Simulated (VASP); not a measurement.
# Zn (P6/mmm) in VASP: further runs

The runs below take Zn through single point, with LDA.

All numbers are computed with VASP 6.6.1; they aren't measurements. Logs are shortened: lines on timing, memory, paths and dates and some standing lists are left out, and cuts for length are marked.

## (1) The cell of the first run

Symmetry: P6/mmm, No. 191, hexagonal system. Conventional cell: a = 2.275 Å, b = 2.275 Å, c = 2.298 Å, α = 90.00°, β = 90.00°, γ = 120.00°. Within 3.0 Å of Zn (site symmetry 6/mmm) lie 8 Zn at 2.28 to 2.30 Å.

## (2) Single point, LDA

File INCAR:

```
SYSTEM = Zn
PREC = Accurate ; ENCUT = 520
EDIFF = 1E-6 ; ISMEAR = -1
SIGMA = 0.08 ; LREAL = .False.
LASPH = .True. ; NELM = 80
ALGO = Normal ; ISIF = 2
LWAVE = .False. ; LCHARG = .False.
GGA = CA ; NBANDS = 12
```

File KPOINTS:

```
Automatic mesh
0
Gamma
  19 19 17
  0 0 0
```

File POSCAR:

```
Zn
1.0
    2.2752716146      0.0000000000      0.0000000000
   -1.1376358073      1.9704430188      0.0000000000
    0.0000000000      0.0000000000      2.2980029209
Zn
1
Direct
    0.0000000000      0.0000000000      0.0000000000
```

Potentials or basis: VASP PAW LDA potentials, release 64 (Zn).

Launch:

```
$ cat potpaw_LDA.64/Zn/POTCAR > POTCAR
$ mpirun -np 1 vasp_std > vasp.out
```

OUTCAR:

```text
SYSTEM = Zn
   PREC = Accurate
   ENCUT = 520
   EDIFF = 1E-6
   ISMEAR = -1
   LREAL = .False.
   LASPH = .True.
   NELM = 80
   ISIF = 2
   GGA = CA

 ion  position               nearest neighbor table
   1  0.000  0.000  0.000-

  LATTYP: Found a hexagonal cell.
 ALAT       =     2.2752716146
 C/A-ratio  =     1.0099905902

  Lattice vectors:

 A1 = (   2.2752716146,   0.0000000000,   0.0000000000)
 A2 = (  -1.1376358073,   1.9704430188,   0.0000000000)
 A3 = (   0.0000000000,   0.0000000000,   2.2980029209)

Analysis of symmetry for initial positions (statically):
=====================================================================
 Subroutine PRICEL returns:
 Original cell was already a primitive cell.

 Routine SETGRP: Setting up the symmetry group for a
 hexagonal supercell.

 Subroutine GETGRP returns: Found 24 space group operations
 (whereof 24 operations were pure point group operations)
 out of a pool of 24 trial point group operations.

The static configuration has the point symmetry D_6h.

Analysis of symmetry for dynamics (positions and initial velocities):
=====================================================================
 Subroutine PRICEL returns:
 Original cell was already a primitive cell.

 Routine SETGRP: Setting up the symmetry group for a
 hexagonal supercell.

 Subroutine GETGRP returns: Found 24 space group operations
 (whereof 24 operations were pure point group operations)
 out of a pool of 24 trial point group operations.

The dynamic configuration has the point symmetry D_6h.

 Subroutine INISYM returns: Found 24 space group operations
 (whereof 24 operations are pure point group operations),
 and found     1 'primitive' translations

----------------------------------------------------------------------------------------

                                     Primitive cell

  volume of cell :      10.3026

  direct lattice vectors                    reciprocal lattice vectors
     2.275271615  0.000000000  0.000000000     0.439507966  0.253750043  0.000000000
    -1.137635807  1.970443019  0.000000000     0.000000000  0.507500085  0.000000000
     0.000000000  0.000000000  2.298002921     0.000000000  0.000000000  0.435160456

  length of vectors
     2.275271615  2.275271615  2.298002921     0.507500085  0.507500085  0.435160456

  position of ions in fractional coordinates (direct lattice)
     0.000000000  0.000000000  0.000000000

  ion indices of the primitive-cell ions
   primitive index   ion index
                 1           1

----------------------------------------------------------------------------------------

 KPOINTS: Automatic mesh

Automatic generation of k-mesh.
 Grid dimensions read from file:
 generate k-points for:   19   19   17

 Generating k-lattice:

  Cartesian coordinates                     Fractional coordinates (reciprocal lattice)
     0.023131998  0.013355265  0.000000000     0.052631579 -0.000000000  0.000000000
     0.000000000  0.026710531  0.000000000     0.000000000  0.052631579  0.000000000
     0.000000000  0.000000000  0.025597674     0.000000000  0.000000000  0.058823529

  Length of vectors
     0.026710531  0.026710531  0.025597674

  Shift w.r.t. Gamma in fractional coordinates (k-lattice)
     0.000000000  0.000000000  0.000000000

 Subroutine IBZKPT returns following result:
 ===========================================

 Found    360 irreducible k-points:

 Following reciprocal coordinates:
            Coordinates               Weight
  0.000000  0.000000  0.000000      1.000000
  0.052632  0.000000  0.000000      6.000000
  0.105263  0.000000  0.000000      6.000000
  0.157895  0.000000  0.000000      6.000000
  0.210526  0.000000  0.000000      6.000000
  0.263158  0.000000  0.000000      6.000000
[... 16 lines left out ...]
  0.263158  0.105263  0.000000     12.000000
  0.315789  0.105263  0.000000     12.000000
 [... further k-points ...]
   k-points           NKPTS =    360   k-points in BZ     NKDIM =    360   number of bands    NBANDS=     12
   number of dos      NEDOS =    301   number of ions     NIONS =      1
   total plane-waves  NPLWV =   5832
   dimension x,y,z NGX =    18 NGY =   18 NGZ =   18
   dimension x,y,z NGXF=    36 NGYF=   36 NGZF=   36
   ions per type =               1
   NGX,Y,Z   is equivalent  to a cutoff of  13.15, 13.15, 13.02 a.u.
   NGXF,Y,Z  is equivalent  to a cutoff of  26.30, 26.30, 26.04 a.u.
 SYSTEM =  Zn
   PREC   = accura    normal or accurate (medium, high low for compatibility)
   ISTART =      0    job   : 0-new  1-cont  2-samecut
   ICHARG =      2    charge: 1-file 2-atom 10-const
   ISPIN  =      1    spin polarized calculation?
   LNONCOLLINEAR =      F non collinear calculations
   LSORBIT =      F    spin-orbit coupling
   LASPH  =      T    aspherical Exc in radial PAW
   ENCUT  =  520.0 eV  38.22 Ry    6.18 a.u.   4.23  4.23  4.27*2*pi/ulx,y,z
   NELM   =     80;   NELMIN=  2; NELMDL= -5     # of ELM steps
   EDIFF  = 0.1E-05   stopping-criterion for ELM
   LREAL  =      F    real-space projection
   EDIFFG = 0.1E-04   stopping-criterion for IOM
   NSW    =      0    number of steps for IOM
   IBRION =     -1    ionic relax: 0-MD 1-quasi-New 2-CG
   NFREE  =      0    steps in history (QN), initial steepest desc. (CG)
   ISIF   =      2    stress and relaxation
   ISYM   =      2    0-nonsym 1-usesym 2-fastsym
   POTIM  = 0.5000    time-step for ionic-motion
   TEBEG  =    0.0;   TEEND  =   0.0 temperature during run
   PSTRESS=    0.0 pullay stress
   NELECT =      12.0000    total number of electrons
   NUPDOWN=      -1.0000    fix difference up-down
   EMIN   =  10.00;   EMAX   =-10.00  energy-range for DOS
   EFERMI =   0.00;   METHOD = LEGACY
   ISMEAR =    -1;   SIGMA  =   0.08  broadening in eV -4-tet -1-fermi 0-gaus
   EFERMI_NEDOS =   21; number of points for ismear=-14 and -15
   IALGO  =     38    algorithm
   IMIX   =      4    mixing-type and parameters
     AMIX     =   0.40;   BMIX     =  1.00
     AMIX_MAG =   1.60;   BMIX_MAG =  1.00
  volume/ion in A,a.u.               =      10.30        69.53
  Fermi-wavevector in a.u.,A,eV,Ry     =   1.722474  3.255004 40.367353  2.966917
  Thomas-Fermi vector in A             =   2.798532
   LORBIT       =      0    0 simple, 1 ext, 2 COOP (PROOUT), +10 PAW based schemes
   GGA     = CA    functional components
   LHFCALC =     F    Hartree Fock is set to
   AEXX    =    0.0000 exact exchange contribution
   IVDW    =     0    specifies the selected vdW correction
   LEPSILON=     F    determine dielectric tensor
   LRPA    =     F    only Hartree local field effects (RPA)
 non-spin polarized calculation
  energy-cutoff  :      520.00
  volume of cell :       10.30
 maximum number of plane-waves:       294
 NGX is ok and might be reduce to    18
   NGX =  9   NGY =  9   NGZ =  9

 number of electron      11.9999999 magnetization

 Free energy of the ion-electron system (eV)
  ---------------------------------------------------
  ext. energy  EPLUGINS =         0.00000000
  ---------------------------------------------------
  free energy    TOTEN  =        -0.88385864 eV

  energy without entropy =       -0.87824121  energy(sigma->0) =       -0.88104992

 E-fermi :   6.5832     XC(G=0): -14.0763

 val. band max:        6.5801776182   @ k =   0.0526   0.0000   0.3529
 cond. band min:       6.5880224335   @ k =   0.2632   0.2105   0.4706
 fundamental gap:      0.0078448153
 Fermi energy:         6.5832017227

 k-point     1 :       0.0000    0.0000    0.0000
  band No.  band energies     occupation
      1      -7.6778      2.00000
      2      -4.3629      2.00000
      3      -2.9934      2.00000
      4      -2.9934      2.00000
      5      -1.5684      2.00000
      6      -1.5684      2.00000
      7      20.2648      0.00000
      8      25.5155      0.00000
      9      29.7476      0.00000
     10      31.2112      0.00000
     11      31.2112      0.00000
     12      33.9384      0.00000

 k-point     2 :       0.0526    0.0000    0.0000
  band No.  band energies     occupation
      1      -7.5624      2.00000
      2      -4.3402      2.00000
      3      -3.0230      2.00000
      4      -2.9508      2.00000
      5      -1.6001      2.00000
      6      -1.5741      2.00000
      7      20.4149      0.00000
      8      25.4953      0.00000
      9      28.3263      0.00000
     10      30.0871      0.00000
     11      30.3871      0.00000
     12      35.2230      0.00000

 k-point     3 :       0.1053    0.0000    0.0000
  band No.  band energies     occupation
      1      -7.2213      2.00000
      2      -4.2750      2.00000
      3      -3.1025      2.00000
      4      -2.8263      2.00000
      5      -1.6906      2.00000
      6      -1.5909      2.00000
      7      20.8600      0.00000
      8      24.7308      0.00000
      9      26.0913      0.00000
     10      28.3423      0.00000
     11      29.8515      0.00000
     12      37.4489      0.00000
[... 286 lines left out ...]
 k-point    23 :       0.2632    0.1053    0.0000
  band No.  band energies     occupation
      1      -4.4953      2.00000
      2      -3.8957      2.00000
      3      -2.9409      2.00000
      4      -2.3282      2.00000
      5      -1.7706      2.00000
      6      -1.1435      2.00000
      7      13.1809      0.00000
      8      18.8439      0.00000
      9      25.6188      0.00000
     10      27.9767      0.00000
     11      31.5814      0.00000
     12      40.6095      0.00000

 k-point    24 :       0.3158    0.1053    0.0000
  band No.  band energies     occupation
      1      -4.4389      2.00000
      2      -3.7835      2.00000
      3      -2.4467      2.00000
      4      -2.3716      2.00000
      5      -1.8088      2.00000
      6      -0.2409      2.00000
      7      10.5814      0.00000
      8      18.1278      0.00000
      9      27.2219      0.00000
     10      28.6249      0.00000
     11      31.0972      0.00000
     12      38.1705      0.00000

 [... further k-points ...]
[... 5 lines left out ...]
  --------------------------------------------------------------------------------------
  -------------------------------------------------------------------------------------
  Total        5.1804024      5.1804024      5.1256962      0.0000000     -0.0000000      0.0000000
  in kB      805.6128289    805.6128289    797.1053782      0.0000000     -0.0000000      0.0000000
  external PRESSURE =     802.7770120 kB  Pullay stress =       0.0000000 kB

 VOLUME and BASIS-vectors are now :
 -----------------------------------------------------------------------------
  energy-cutoff  :      520.00
  volume of cell :       10.30
      direct lattice vectors                 reciprocal lattice vectors
     2.275271615  0.000000000  0.000000000     0.439507966  0.253750043  0.000000000
    -1.137635807  1.970443019  0.000000000     0.000000000  0.507500085  0.000000000
     0.000000000  0.000000000  2.298002921     0.000000000  0.000000000  0.435160456

 POSITION                                       TOTAL-FORCE (eV/Angst)
 -----------------------------------------------------------------------------------
      0.00000      0.00000      0.00000         0.000000      0.000000      0.000000
 -----------------------------------------------------------------------------------
    total drift:                               -0.000000      0.000000     -0.000000

  FREE ENERGIE OF THE ION-ELECTRON SYSTEM (eV)
  ---------------------------------------------------
  free  energy   TOTEN  =        -0.8838586411 eV

  energy  without entropy=       -0.8782412050  energy(sigma->0) =       -0.88104992
```

Wall time 44 s (1 thread of AMD EPYC 7R43 (Zen 3), shared host); peak memory 0.11 GiB.

Results:

| Quantity | Value |
| --- | --- |
| Free energy | -0.8839 eV |
| Pressure | 80.3 GPa |
| Band gap on the k mesh | zero (band 6 reaches 11.13 eV, above the bottom of band 7 at 3.04 eV) |

## (3) Single point, LDA

File INCAR:

```
PREC = Accurate
ENCUT = 520
EDIFF = 1E-6
ISMEAR = -1
SIGMA = 0.08
LREAL = False
LASPH = True
NELM = 80
ALGO = Normal
ISIF = 2
LWAVE = False
LCHARG = False
NBANDS = 12
```

File KPOINTS:

```
Automatic mesh
0
Gamma
  19 19 17
```

File POSCAR:

```
Zn
1.0
    2.2754959639      0.0000000000      0.0000000000
   -1.1377479820      1.9706373110      0.0000000000
    0.0000000000      0.0000000000      2.2979754286
Zn
1
Direct
    0.0000000000      0.0000000000      0.0000000000
```

Potentials or basis: VASP PAW LDA potentials, release 64 (Zn).

Launch:

```
$ cat potpaw_LDA.64/Zn/POTCAR > POTCAR
$ mpirun -np 1 vasp_std > vasp.out
```

Run time: 37 s. Hardware: 1 thread of AMD EPYC 7R43 (Zen 3), shared host; peak memory 0.11 GiB.

It converged, with:

```yaml
Free_energy: -0.8848 eV
Pressure: 80.2 GPa
Band_gap_on_the_k_mesh: zero (band 6 reaches 11.12 eV, above the bottom of band 7 at 3.04 eV)
```

Stress tensor (GPa, compression positive):
```
80.46  0.00  0.00
 0.00 80.46  0.00
 0.00  0.00 79.67
```

Levels at points of the mesh, in eV from the Fermi level:
| k point | band 2 | band 3 | band 4 | band 5 | band 6 | band 7 | band 8 | band 9 | band 10 | band 11 |
| --- | --- | --- | --- | --- | --- | --- | --- | --- | --- | --- |
| (0.00, 0.00, 0.00) | -10.94 | -9.58 | -9.58 | -8.15 | -8.15 | 13.68 | 18.93 | 23.16 | 24.62 | 24.62 |
